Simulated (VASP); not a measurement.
Set up this calculation in VASP 6.6.1, as the native input.

* Task: single point
* Functional: PBE
* Dispersion: D3(BJ)
* Potentials or basis: VASP PAW PBE potentials, release 64 (O, H, C, N)
* Cutoff: 520 eV
* k mesh: 1 × 1 × 1
* Occupations: fermi-dirac, width 0.05 eV
* Spin: no spin polarisation
* Dipole correction: no
* Further INCAR settings: LREAL = Auto; ALGO = Normal; EDIFF = 1e-07; NBANDS = 50

The structure of H15C2NO6 lies in POSCAR:

```
H15C2NO6
1.0
    7.0277810000      0.0000000000      0.0000000000
    0.0000000000      7.0277810000      0.0000000000
    0.0000000000      0.0000000000      7.0277810000
O H C N
6 15 2 1
Direct
    0.1110925507      0.5646269676      0.7165376802
    1.0112302673      0.5773054811      0.3362838573
    0.2089298349      0.1778146481      0.4843372788
    0.4491334706      0.0806979599      0.8017918181
    0.0761932661      0.8135125232      1.0160014606
    0.6273918708      0.4741203685      0.2237744465
    0.0696925394      0.5827389307      0.5826894577
    0.1162612118      0.4276493737      0.7335074680
    1.0547805470      0.6658282178      0.2354530008
    0.8814683748      0.5426964954      0.2968959371
    0.1956903984      0.2958115586      0.4119635096
    0.2565956416      0.0836286211      0.3942613514
    0.3756000204      0.1241902817      0.6904834695
    0.4992170469     -0.0417867968      0.7597655633
    0.1914942529      0.8890698262      0.9973345504
    0.0783773665      0.7226648434      0.9070996298
    0.6054511354      0.4470826225      0.0898540854
    0.5514443123      0.5894895945      0.2498393568
    0.8441560208      0.0324453732      0.4475242350
    0.8627451701      0.0256382485      0.1939044415
    0.7222738926      0.2078008255      0.3073080379
    0.7675468891      0.0575279461      0.3137510001
    0.6020741396     -0.0622612887      0.3027749893
    0.4672399800     -0.1584791218      0.2941217748
```

The input as run:

INCAR

```
SYSTEM = H15C2NO6
PREC = Accurate
ENCUT = 520
EDIFF = 1E-7
ISMEAR = -1
SIGMA = 0.05
LREAL = Auto
LASPH = .TRUE.
NELM = 80
ALGO = Normal
ISIF = 2
LWAVE = .FALSE.
LCHARG = .TRUE.
GGA = PE
IVDW = 12
LELF = .TRUE.
LVHAR = .TRUE.
NBANDS = 50
```

KPOINTS

```
regular mesh
0
G
  1 1 1
  0 0 0
```

Potentials or basis: VASP PAW PBE potentials, release 64 (O, H, C, N).

Launch:

```sh
$ cat potpaw_PBE.64/O/POTCAR potpaw_PBE.64/H/POTCAR potpaw_PBE.64/C/POTCAR potpaw_PBE.64/N/POTCAR > POTCAR
$ mpirun -np 1 vasp_gam > vasp.out
```

It gave:

- Pressure: -0.6 GPa
- Largest force: 0.371 eV/Å
- Band gap on the k mesh: 4.87 eV
- Dispersion energy per atom: -0.028 eV

Caveat: the k points lie up to 0.89 Å⁻¹ apart.

Wall time 67 s on 1 thread of Intel Xeon 6975P-C, on a shared host, peak memory 0.39 GiB.
